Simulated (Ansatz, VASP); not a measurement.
## Two plane-wave programs on BP

Contents of INCAR:

```
ALGO = Normal
EDIFF = 1E-7
EDIFFG = -0.01
ENCUT = 500
GGA = LIBXC
GGA_COMPAT = F
IBRION = 2
ISIF = 3
ISMEAR = 0
LASPH = T
LCHARG = F
LIBXC1 = GGA_X_PBE
LIBXC2 = GGA_C_PBE_SOL
LREAL = F
LWAVE = F
NELM = 120
NELMIN = 4
NSW = 80
PREC = Accurate
SIGMA = 0.01
```

KPOINTS

```
k-points
0
Gamma
  10 10 10
```

Contents of POSCAR:

```
BP
1.0
    0.0000000000      2.2690000000      2.2690000000
    2.2690000000      0.0000000000      2.2690000000
    2.2690000000      2.2690000000      0.0000000000
B P
1 1
Direct
    0.0000000000      0.0000000000      0.0000000000
    0.2500000000      0.2500000000      0.2500000000
```

Input for Ansatz:

```yaml
crystal:
  lattice:
    - [0.0, 2.269, 2.269]
    - [2.269, 0.0, 2.269]
    - [2.269, 2.269, 0.0]
  atoms:
    - { symbol: B, position: [0.0, 0.0, 0.0] }
    - { symbol: P, position: [0.25, 0.25, 0.25] }
accuracy: low
kpoints:
  mp_grid:
    grid: [10, 10, 10]
hamiltonian:
  xc:
    exchange: pbe
    correlation: pbesol
scf:
  convergence:
    dr2_threshold: 1.0e-08
  occupations:
    method: fixed
relax:
  cell: {}
```

Alike in both runs: task relaxation of cell and atoms; functional pbe exchange, pbesol correlation; k mesh 10 × 10 × 10; no spin polarisation.

```csv
,VASP,Ansatz
version,VASP 6.6.1,Ansatz 0.2.0
potentials or method,"VASP PAW PBE potentials, release 64 (B, P)","plane waves, PAW"
plane-wave cutoff (eV),500,420
occupations,"gaussian, width 0.01 eV",fixed
valence electrons in the cell,8,8
```

```csv
,VASP,Ansatz,Ansatz less VASP
relaxed volume (Å³/atom),11.82,11.83,+0.012
relaxed length of the cell vector where the two differ most in proportion (Å),3.221,3.222,+0.0011
```

VASP's potentials were made for PBE, not for pbe exchange, pbesol correlation. Ansatz's warnings: stress scf threshold loose.
